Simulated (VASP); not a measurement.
# BiB2N (P-4m2) in VASP: further runs

The runs below take BiB2N through single point, relaxation of cell and atoms, with r2SCAN.

All numbers are computed with VASP 6.6.1; they aren't measurements. Logs are shortened: lines on timing, memory, paths and dates and some standing lists are left out, and cuts for length are marked.

### Step 1. The cell of the first run

The structure is tetragonal, space group P-4m2 (No. 115). Conventional cell: a = 2.828 Å, b = 2.828 Å, c = 6.526 Å, α = 90.00°, β = 90.00°, γ = 90.00°. Within 2.1 Å of N (site symmetry -4m2) lie 4 B at 1.61 Å. Within 2.1 Å of B (site symmetry 2mm) lie 2 N at 1.61 Å. Bi (site symmetry -4m2) has 8 Bi at 2.83 to 4.00 Å and 12 B at 2.87 to 4.03 Å and 8 N at 3.83 Å within 4.1 Å.

### Step 2. Single point, r2SCAN

The input, POSCAR:

```
BiB2N
1.0
    2.8282886629      0.0000000000      0.0000000000
    0.0000000000      2.8282886629      0.0000000000
    0.0000000000      0.0000000000      6.5260670168
N B Bi
1 2 1
Direct
    0.0000000000      0.0000000000      0.0000000000
    0.0000000000      0.5000000000      0.8819061834
    0.5000000000      0.0000000000      0.1180938166
    0.5000000000      0.5000000000      0.5000000000
```

The input, INCAR.step1:

```
PREC = Accurate
ENCUT = 520
ISMEAR = -1
SIGMA = 0.02
LREAL = F
LASPH = T
NELM = 100
NBANDS = 21
GGA = PE
ALGO = Normal
EDIFF = 1E-4
LWAVE = T
LCHARG = F
```

The input, INCAR.step2:

```
PREC = Accurate
ENCUT = 520
EDIFF = 1E-6
ISMEAR = -1
SIGMA = 0.02
LREAL = F
LASPH = T
NELM = 100
ALGO = Normal
ISIF = 2
LWAVE = F
LCHARG = F
METAGGA = R2SCAN
LMIXTAU = T
NBANDS = 21
ISTART = 1
```

The input, KPOINTS:

```
Automatic mesh
0
Gamma
  8 8 4
```

Potentials or basis: VASP PAW PBE potentials, release 64 (N, B, Bi_d).

The run is started by

```
cat potpaw_PBE.64/N/POTCAR potpaw_PBE.64/B/POTCAR potpaw_PBE.64/Bi_d/POTCAR > POTCAR
cp INCAR.step1 INCAR
mpirun -np 1 vasp_std > vasp.out
cp INCAR.step2 INCAR
mpirun -np 1 vasp_std > vasp.out
```

OUTCAR:

```text
PREC = Accurate
   ENCUT = 520
   EDIFF = 1E-6
   ISMEAR = -1
   LREAL = F
   LASPH = T
   NELM = 100
   ISIF = 2
   METAGGA = R2SCAN
   ISTART = 1

 ion  position               nearest neighbor table
   1  0.000  0.000  0.000-   2 1.61   3 1.61   2 1.61   3 1.61
   2  0.000  0.500  0.882-   1 1.61   1 1.61   4 2.87   4 2.87
   3  0.500  0.000  0.118-   1 1.61   1 1.61   4 2.87   4 2.87
   4  0.500  0.500  0.500-   2 2.87   3 2.87   3 2.87   2 2.87

  LATTYP: Found a simple tetragonal cell.
 ALAT       =     2.8282886629
 C/A-ratio  =     2.3074260780

  Lattice vectors:

 A1 = (   2.8282886629,   0.0000000000,   0.0000000000)
 A2 = (   0.0000000000,   2.8282886629,   0.0000000000)
 A3 = (   0.0000000000,   0.0000000000,   6.5260670168)

Analysis of symmetry for initial positions (statically):
=====================================================================
 Subroutine PRICEL returns:
 Original cell was already a primitive cell.

 Routine SETGRP: Setting up the symmetry group for a
 simple tetragonal supercell.

 Subroutine GETGRP returns: Found  8 space group operations
 (whereof  8 operations were pure point group operations)
 out of a pool of 16 trial point group operations.

The static configuration has the point symmetry D_2d.

Analysis of symmetry for dynamics (positions and initial velocities):
=====================================================================
 Subroutine PRICEL returns:
 Original cell was already a primitive cell.

 Routine SETGRP: Setting up the symmetry group for a
 simple tetragonal supercell.

 Subroutine GETGRP returns: Found  8 space group operations
 (whereof  8 operations were pure point group operations)
 out of a pool of 16 trial point group operations.

The dynamic configuration has the point symmetry D_2d.

 Subroutine INISYM returns: Found  8 space group operations
 (whereof  8 operations are pure point group operations),
 and found     1 'primitive' translations

----------------------------------------------------------------------------------------

                                     Primitive cell

  volume of cell :      52.2034

  direct lattice vectors                    reciprocal lattice vectors
     2.828288663  0.000000000  0.000000000     0.353570699  0.000000000  0.000000000
     0.000000000  2.828288663  0.000000000     0.000000000  0.353570699  0.000000000
     0.000000000  0.000000000  6.526067017     0.000000000  0.000000000  0.153231647

  length of vectors
     2.828288663  2.828288663  6.526067017     0.353570699  0.353570699  0.153231647

  position of ions in fractional coordinates (direct lattice)
     0.000000000  0.000000000  0.000000000
     0.000000000  0.500000000  0.881906183
     0.500000000  0.000000000  0.118093817
     0.500000000  0.500000000  0.500000000

  ion indices of the primitive-cell ions
   primitive index   ion index
                 1           1
                 2           2
                 3           3
                 4           4

----------------------------------------------------------------------------------------

 KPOINTS: Automatic mesh

Automatic generation of k-mesh.
 Grid dimensions read from file:
 generate k-points for:    8    8    4

 Generating k-lattice:

  Cartesian coordinates                     Fractional coordinates (reciprocal lattice)
     0.044196337  0.000000000  0.000000000     0.125000000  0.000000000  0.000000000
     0.000000000  0.044196337  0.000000000     0.000000000  0.125000000  0.000000000
     0.000000000  0.000000000  0.038307912     0.000000000  0.000000000  0.250000000

  Length of vectors
     0.044196337  0.044196337  0.038307912

  Shift w.r.t. Gamma in fractional coordinates (k-lattice)
     0.000000000  0.000000000  0.000000000

 Subroutine IBZKPT returns following result:
 ===========================================

 Found     45 irreducible k-points:

 Following reciprocal coordinates:
            Coordinates               Weight
  0.000000  0.000000  0.000000      1.000000
  0.125000  0.000000  0.000000      4.000000
[... 50 lines left out ...]
  band No.  band energies     occupation
      1     -16.7052      2.00000
      2     -16.1633      2.00000
      3     -15.7393      2.00000
      4     -15.6731      2.00000
      5     -15.6385      2.00000
      6     -12.7118      2.00000
[... 13 lines left out ...]
     20      17.9045      0.00000
     21      18.8493      0.00000

 k-point     3 :       0.2500    0.0000    0.0000
  band No.  band energies     occupation
      1     -16.5542      2.00000
      2     -15.9392      2.00000
      3     -15.8839      2.00000
      4     -15.7551      2.00000
      5     -15.6610      2.00000
      6     -12.3095      2.00000
[... 13 lines left out ...]
     20      16.1015      0.00000
     21      18.5496      0.00000

 k-point     4 :       0.3750    0.0000    0.0000
  band No.  band energies     occupation
      1     -16.4711      2.00000
      2     -16.0243      2.00000
      3     -15.8695      2.00000
      4     -15.6491      2.00000
      5     -15.6490      2.00000
      6     -11.8264      2.00000
[... 13 lines left out ...]
     20      17.3067      0.00000
     21      18.5744      0.00000

 k-point     5 :       0.5000    0.0000    0.0000
  band No.  band energies     occupation
      1     -16.4469      2.00000
      2     -16.0812      2.00000
      3     -15.9162      2.00000
      4     -15.6440      2.00000
      5     -15.5199      2.00000
      6     -11.5911      2.00000
[... 13 lines left out ...]
     20      17.9609      0.00000
     21      18.8483      0.00000
[... 382 lines left out ...]
     20      17.0213      0.00000
     21      18.0741      0.00000

 k-point    22 :       0.2500    0.1250    0.2500
  band No.  band energies     occupation
      1     -16.4063      2.00000
      2     -15.9299      2.00000
      3     -15.8777      2.00000
      4     -15.8125      2.00000
      5     -15.7202      2.00000
      6     -12.1655      2.00000
[... 13 lines left out ...]
     20      15.8946      0.00000
     21      17.7947      0.00000

 k-point    23 :       0.3750    0.1250    0.2500
  band No.  band energies     occupation
      1     -16.3145      2.00000
      2     -16.0169      2.00000
      3     -15.9374      2.00000
      4     -15.7070      2.00000
      5     -15.6407      2.00000
      6     -11.6944      2.00000
[... 13 lines left out ...]
     20      17.5099      0.00000
     21      17.9413      0.00000

 k-point    24 :       0.5000    0.1250    0.2500
  band No.  band energies     occupation
      1     -16.2904      2.00000
      2     -16.0733      2.00000
      3     -15.9868      2.00000
      4     -15.7015      2.00000
      5     -15.5093      2.00000
      6     -11.4657      2.00000
[... 13 lines left out ...]
     20      17.1847      0.00000
     21      18.5130      0.00000

 [... further k-points ...]

------------------------ aborting loop because EDIFF is reached ----------------------------------------

  FORCE on cell =-STRESS in cart. coord.  units (eV):
  Direction    XX          YY          ZZ          XY          YZ          ZX
  --------------------------------------------------------------------------------------
  -------------------------------------------------------------------------------------
  Total        0.0615775      0.0615775      0.0401203      0.0000000      0.0000000      0.0000000
  in kB        1.8898786      1.8898786      1.2313345      0.0000000      0.0000000      0.0000000
  external PRESSURE =       1.6703639 kB  Pullay stress =       0.0000000 kB

 VOLUME and BASIS-vectors are now :
 -----------------------------------------------------------------------------
  energy-cutoff  :      520.00
  volume of cell :       52.20
      direct lattice vectors                 reciprocal lattice vectors
     2.828288663  0.000000000  0.000000000     0.353570699  0.000000000  0.000000000
     0.000000000  2.828288663  0.000000000     0.000000000  0.353570699  0.000000000
     0.000000000  0.000000000  6.526067017     0.000000000  0.000000000  0.153231647

 POSITION                                       TOTAL-FORCE (eV/Angst)
 -----------------------------------------------------------------------------------
      0.00000      0.00000      0.00000        -0.000000     -0.000000      0.000000
      0.00000      1.41414      5.75538        -0.000000     -0.000000     -0.014040
      1.41414      0.00000      0.77069         0.000000     -0.000000      0.014040
      1.41414      1.41414      3.26303         0.000000      0.000000      0.000000
 -----------------------------------------------------------------------------------
    total drift:                                0.000000      0.000000     -0.000000

  FREE ENERGIE OF THE ION-ELECTRON SYSTEM (eV)
  ---------------------------------------------------
  free  energy   TOTEN  =       -79.0038529993 eV

  energy  without entropy=      -79.0018184554  energy(sigma->0) =      -79.00283573
```

Run time: 77 s. Hardware: 1 thread of Intel Xeon 6975P-C (Granite Rapids), shared host; peak memory 0.2 GiB.

Results:

- Free energy: -79.0039 eV
- Pressure: 0.2 GPa
- Largest force: 0.014 eV/Å
- Band gap on the k mesh: zero (bands 13 and 14 overlap by 3.95 eV)

Forces in eV/Å, atoms in the order of the input:
```
N    0.000  0.000  0.000
B    0.000  0.000 -0.014
B    0.000  0.000  0.014
Bi   0.000  0.000  0.000
```

Levels at points of the mesh, in eV from the Fermi level:
```tsv
k point	band 9	band 10	band 11	band 12	band 13	band 14	band 15	band 16	band 17	band 18
(0.00, 0.00, 0.00)	-7.25	-7.25	-3.67	-2.57	2.20	4.27	4.86	4.86	5.17	6.33
(0.50, 0.00, 0.00)	-8.16	-6.89	-6.47	-4.60	0.65	1.19	3.96	4.29	4.45	5.73
(0.50, 0.50, 0.00)	-7.31	-7.24	-4.07	-4.07	-3.36	-0.57	0.30	0.30	3.35	6.96
(0.00, 0.00, 0.50)	-7.25	-7.25	-6.78	1.00	1.19	4.27	4.42	4.42	4.68	7.18
(0.50, 0.00, 0.50)	-8.60	-6.47	-6.11	-3.23	-1.13	-0.36	4.32	4.78	4.81	6.54
(0.50, 0.50, 0.50)	-7.31	-7.09	-4.27	-4.22	-4.22	0.70	0.70	2.10	3.69	3.94
```

Caveat: the PAW data sets were made with another functional, which shifts forces and pressure a little; spin-orbit coupling is left out, which moves the levels of the heavy elements.

### Step 3. Single point, r2SCAN

POSCAR is that of step 2.

The input, INCAR.step1:

```
ALGO     = Normal         # electronic algorithm
EDIFF    = 1E-4           # SCF threshold, eV
ENCUT    = 520            # plane-wave cutoff, eV
GGA      = PE             # functional
ISMEAR   = -1             # smearing method
LASPH    = True           # aspherical terms in the spheres
LCHARG   = False          # write CHGCAR
LREAL    = False          # projectors in reciprocal space
LWAVE    = True           # write WAVECAR
NBANDS   = 21             # bands
NELM     = 60             # most SCF steps
PREC     = Accurate       # precision mode
SIGMA    = 0.02           # smearing width, eV
```

The input, INCAR.step2:

```
ALGO     = Normal         # electronic algorithm
EDIFF    = 1E-6           # SCF threshold, eV
ENCUT    = 520            # plane-wave cutoff, eV
ISIF     = 2              # what is computed and relaxed
ISMEAR   = -1             # smearing method
ISTART   = 1            
LASPH    = True           # aspherical terms in the spheres
LCHARG   = False          # write CHGCAR
LMIXTAU  = True         
LREAL    = False          # projectors in reciprocal space
LWAVE    = False          # write WAVECAR
METAGGA  = R2SCAN         # meta-GGA
NBANDS   = 21             # bands
NELM     = 60             # most SCF steps
PREC     = Accurate       # precision mode
SIGMA    = 0.02           # smearing width, eV
```

The input, KPOINTS:

```
k-points
0
Gamma
  10 10 4
```

Potentials or basis: VASP PAW PBE potentials, release 64 (N, B, Bi_d).

The run is started by

```
cat potpaw_PBE.64/N/POTCAR potpaw_PBE.64/B/POTCAR potpaw_PBE.64/Bi_d/POTCAR > POTCAR
cp INCAR.step1 INCAR
mpirun -np 1 vasp_std > vasp.out
cp INCAR.step2 INCAR
mpirun -np 1 vasp_std > vasp.out
```

Run time: 1.9 min. Hardware: 1 thread of Intel Xeon 6975P-C (Granite Rapids), shared host; peak memory 0.22 GiB.

Results (log left out):

```yaml
Free_energy: -78.9758 eV
Pressure: 0.4 GPa
Largest_force: 0.288 eV/Å
Band_gap_on_the_k_mesh: zero (bands 13 and 14 overlap by 4.44 eV)
```

Forces in eV/Å, atoms in the order of the input:
```
N    0.000  0.000  0.000
B    0.000  0.000 -0.288
B    0.000  0.000  0.288
Bi   0.000  0.000  0.000
```

Stress tensor (GPa, compression positive):
```
-2.32  0.00  0.00
 0.00 -2.32  0.00
 0.00  0.00  5.88
```

Levels at points of the mesh, in eV from the Fermi level:
```
           k point  band 11  band 12  band 13  band 14  band 15  band 16
(0.00, 0.00, 0.00)    -3.93    -2.77     2.01     4.06     4.67     4.67
(0.50, 0.00, 0.00)    -6.63    -4.85     0.42     0.99     3.66     4.12
(0.50, 0.50, 0.00)    -4.50    -4.50    -3.57    -0.82     0.07     0.07
(0.00, 0.00, 0.50)    -7.05     0.80     0.99     4.06     4.19     4.19
(0.50, 0.00, 0.50)    -6.48    -3.49    -1.35    -0.59     4.15     4.53
(0.50, 0.50, 0.50)    -4.63    -4.63    -4.46     0.46     0.46     1.90
```

Caveat: the PAW data sets were made with another functional, which shifts forces and pressure a little; spin-orbit coupling is left out, which moves the levels of the heavy elements.

### Step 4. Relaxation of cell and atoms, r2SCAN

This run uses another cell than the first one, of 13.12 Å³/atom.

The input, POSCAR:

```
BiB2N
1.0
    2.8432432186      0.0000000000      0.0000000000
    0.0000000000      2.8432432186      0.0000000000
    0.0000000000      0.0000000000      6.4928370260
N B Bi
1 2 1
Direct
    0.0000000000      0.0000000000      0.0000000000
    0.0000000000      0.5000000000      0.8810713333
    0.5000000000      0.0000000000      0.1189286667
    0.5000000000      0.5000000000      0.5000000000
```

The input, INCAR.step1:

```
SYSTEM = BiB2N
ALGO     = Normal         ! electronic algorithm
EDIFF    = 1E-4           ! SCF threshold, eV
ENCUT    = 600            ! plane-wave cutoff, eV
GGA      = PE             ! functional
ISMEAR   = -1             ! smearing method
LASPH    = .True.         ! aspherical terms in the spheres
LCHARG   = .False.        ! write CHGCAR
LREAL    = .False.        ! projectors in reciprocal space
LWAVE    = .True.         ! write WAVECAR
NELM     = 60             ! most SCF steps
PREC     = Accurate       ! precision mode
SIGMA    = 0.02           ! smearing width, eV
```

The input, INCAR.step2:

```
SYSTEM = BiB2N
ALGO     = Normal         ! electronic algorithm
EDIFF    = 1E-6           ! SCF threshold, eV
EDIFFG   = -0.005         ! ionic threshold
ENCUT    = 600            ! plane-wave cutoff, eV
IBRION   = 2              ! ionic algorithm
ISIF     = 3              ! what is computed and relaxed
ISMEAR   = -1             ! smearing method
ISTART   = 1            
LASPH    = .True.         ! aspherical terms in the spheres
LCHARG   = .False.        ! write CHGCAR
LMIXTAU  = .True.       
LREAL    = .False.        ! projectors in reciprocal space
LWAVE    = .False.        ! write WAVECAR
METAGGA  = R2SCAN         ! meta-GGA
NELM     = 60             ! most SCF steps
NSW      = 80             ! ionic steps
PREC     = Accurate       ! precision mode
SIGMA    = 0.02           ! smearing width, eV
```

The input, KPOINTS:

```
k-points
0
Gamma
  8 8 4
  0 0 0
```

The run is started by

```
cat potpaw_PBE.64/N/POTCAR potpaw_PBE.64/B/POTCAR potpaw_PBE.64/Bi_d/POTCAR > POTCAR
cp INCAR.step1 INCAR
mpirun -np 1 vasp_std > vasp.out
cp INCAR.step2 INCAR
mpirun -np 1 vasp_std > vasp.out
```

Run time: 4.4 min. Hardware: 1 thread of Intel Xeon 6975P-C (Granite Rapids), shared host; peak memory 0.23 GiB.

The run converged. Its results:

| Property | Result |
| --- | --- |
| Free energy | -79.0068 eV |
| Relaxed volume | 13.07 Å³/atom |
| Relaxed cell | a = 2.829 Å, b = 2.829 Å, c = 6.529 Å, α = 90.00°, β = 90.00°, γ = 90.00° |
| Space group after relaxing (to 0.1 Å) | P-4m2 (No. 115) |
| Energy gained by relaxing | 0.9 meV/atom |
| Ionic steps | 5 |
| Pressure after relaxing | 0.0 GPa |
| Largest force after relaxing | 0.005 eV/Å |
| Band gap on the k mesh | zero (bands 13 and 14 overlap by 3.95 eV) |

Forces in eV/Å, atoms in the order of the input:
```
N    0.000  0.000  0.000
B    0.000  0.000  0.005
B    0.000  0.000 -0.005
Bi   0.000  0.000  0.000
```

The path:
| step | energy change (eV) | largest force (eV/Å) | pressure (GPa) | volume (Å³) |
| --- | --- | --- | --- | --- |
| 1 | 0.0000 | 0.1035 | -1.08 | 52.49 |
| 2 | -0.0020 | 0.0419 | 1.23 | 51.82 |
| 3 | -0.0030 | 0.0129 | 0.36 | 52.06 |
| 4 | -0.0036 | 0.0080 | 0.12 | 52.20 |
| 5 | -0.0037 | 0.0049 | 0.01 | 52.27 |

Final structure:
```cif
data_structure
_symmetry_space_group_name_H-M 'P 1'
_symmetry_Int_Tables_number 1
_cell_length_a 2.8295
_cell_length_b 2.8295
_cell_length_c 6.5287
_cell_angle_alpha 90.000
_cell_angle_beta 90.000
_cell_angle_gamma 90.000
_cell_volume 52.27
loop_
_atom_site_label
_atom_site_type_symbol
_atom_site_fract_x
_atom_site_fract_y
_atom_site_fract_z
_atom_site_occupancy
N1 N 0.00000 0.00000 0.00000 1
B1 B 0.00000 0.50000 0.88180 1
B2 B 0.50000 0.00000 0.11820 1
Bi1 Bi 0.50000 0.50000 0.50000 1
```

Levels at points of the mesh, in eV from the Fermi level:
```
           k point  band 11  band 12  band 13  band 14  band 15  band 16
(0.00, 0.00, 0.00)    -3.67    -2.57     2.20     4.27     4.85     4.85
(0.50, 0.00, 0.00)    -6.46    -4.60     0.64     1.19     3.95     4.29
(0.50, 0.50, 0.00)    -4.07    -4.07    -3.35    -0.57     0.30     0.30
(0.00, 0.00, 0.50)    -6.78     1.00     1.19     4.27     4.42     4.42
(0.50, 0.00, 0.50)    -6.10    -3.23    -1.13    -0.37     4.31     4.78
(0.50, 0.50, 0.50)    -4.26    -4.21    -4.21     0.70     0.70     2.10
```

Caveat: the PAW data sets were made with another functional, which shifts forces and pressure a little; spin-orbit coupling is left out, which moves the levels of the heavy elements.

### Step 5. Summary

```csv
task,cell,k mesh,cutoff (eV),gap on the mesh (eV),pressure (GPa),largest force (eV/Å)
single point,"a = 2.828, b = 2.828, c = 6.526 Å, 4 atoms",8 × 8 × 4,520,none,0.2,0.01
single point,"a = 2.828, b = 2.828, c = 6.526 Å, 4 atoms",10 × 10 × 4,520,none,0.4,0.29
relaxation of cell and atoms,"relaxed from a = 2.843, b = 2.843, c = 6.493 Å, 4 atoms",8 × 8 × 4,600,none,0.0,-
```

Alike in all rows: level r2SCAN; potentials or basis VASP PAW PBE potentials, release 64 (N, B, Bi_d); no spin polarisation; smearing fermi-dirac 0.02 eV.

Caveats: the PAW data sets were made with another functional, which shifts forces and pressure a little; spin-orbit coupling is left out, which moves the levels of the heavy elements.

Total energies depend on the potentials used, so only differences within one code and one set of settings carry meaning.
